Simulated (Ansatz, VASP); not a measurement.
Zr3Cl: VASP beside Ansatz

```
Zr Cl
1.0
     4.39833    0.00000    0.00000
     0.00000    4.39833    0.00000
     0.00000    0.00000    4.39833
Zr Cl
3 1
Cartesian
  0.0000 2.1992 2.1992
  2.1992 0.0000 2.1992
  2.1992 2.1992 0.0000
  0.0000 0.0000 0.0000
```

Alike in both runs: task relaxation of cell and atoms; functional PBE; k mesh 10 × 10 × 10; occupations gaussian, width 0.1 eV; no spin polarisation.

|  | VASP | Ansatz |
| --- | --- | --- |
| version | VASP 6.6.1 | Ansatz 0.2.0 |
| potentials or method | VASP PAW PBE potentials, release 64 (Zr_sv, Cl), cutoff 600 eV | scalar-relativistic, plane waves, PAW |
| valence electrons in the cell | 43 | 43 |

```tsv
	VASP	Ansatz	Ansatz less VASP
gap on the k mesh at the Fermi level, each at its own relaxed structure (eV)	none	none	-
relaxed volume (Å³/atom)	21.62	21.60	-0.027
relaxed cell length with the largest relative difference (Å)	4.422	4.421	-0.0018
```

A gap of «none» marks a metal or a gap that the smearing closes.
